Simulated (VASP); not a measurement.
Al12Cl: single point with PBE

The system is Al12Cl, a slab with vacuum.

```
Al Cl
1.0
     5.71352    0.00000    0.00000
     0.00000    5.71352    0.00000
     0.00000    0.00000   19.67470
Al Cl
12 1
Direct
  0.25000 0.25000 0.20331
  0.25000 0.75000 0.20331
  0.75000 0.25000 0.20331
  0.75000 0.75000 0.20331
  0.00000 0.00000 0.30927
  0.00000 0.50000 0.30927
  0.50000 0.00000 0.30927
  0.50000 0.50000 0.30927
  0.25000 0.25000 0.41549
  0.25000 0.75000 0.41549
  0.75000 0.25000 0.41549
  0.75000 0.75000 0.41549
  0.33333 0.41667 0.51796
```

```json
{
 "Program": "VASP 6.6.1",
 "Task": "single point",
 "Functional": "PBE",
 "Potentials or basis": "VASP PAW PBE potentials, release 64 (Al, Cl)",
 "Cutoff": "520 eV",
 "k mesh": "5 × 5 × 1",
 "Occupations": "gaussian, width 0.1 eV",
 "Spin": "no spin polarisation",
 "Dipole correction": "yes",
 "Further INCAR settings": "ALGO = Normal; EDIFF = 1e-06; NBANDS = 34"
}
```

| Item | Value |
| --- | --- |
| Largest force | 0.371 eV/Å |

Forces in eV/Å, atoms in the order of the input:
```
Al   0.014  0.058  0.106
Al  -0.013 -0.080  0.078
Al  -0.031 -0.043  0.051
Al   0.002  0.032 -0.097
Al  -0.083 -0.003 -0.067
Al   0.102  0.025  0.084
Al   0.070  0.063  0.003
Al  -0.030  0.010  0.162
Al  -0.127 -0.290  0.009
Al  -0.048  0.289 -0.040
Al   0.245 -0.166 -0.225
Al   0.147  0.186 -0.054
Cl  -0.247 -0.081 -0.009
```

Levels at points of the mesh, in eV from the Fermi level:
| k point | band 19 | band 20 | band 21 | band 22 | band 23 | band 24 | band 25 | band 26 |
| --- | --- | --- | --- | --- | --- | --- | --- | --- |
| (0.00, 0.00, 0.00) | -0.71 | -0.68 | -0.36 | -0.32 | 0.00 | 0.01 | 0.16 | 0.49 |

Run time: 9.6 min on 1 thread of AMD EPYC 7R43 64-Core Processor (Zen 3), on a shared host, peak memory 0.64 GiB.

Caveat: an odd number of electrons without spin polarisation forces a metal; a magnetic or distorted state may lie lower.
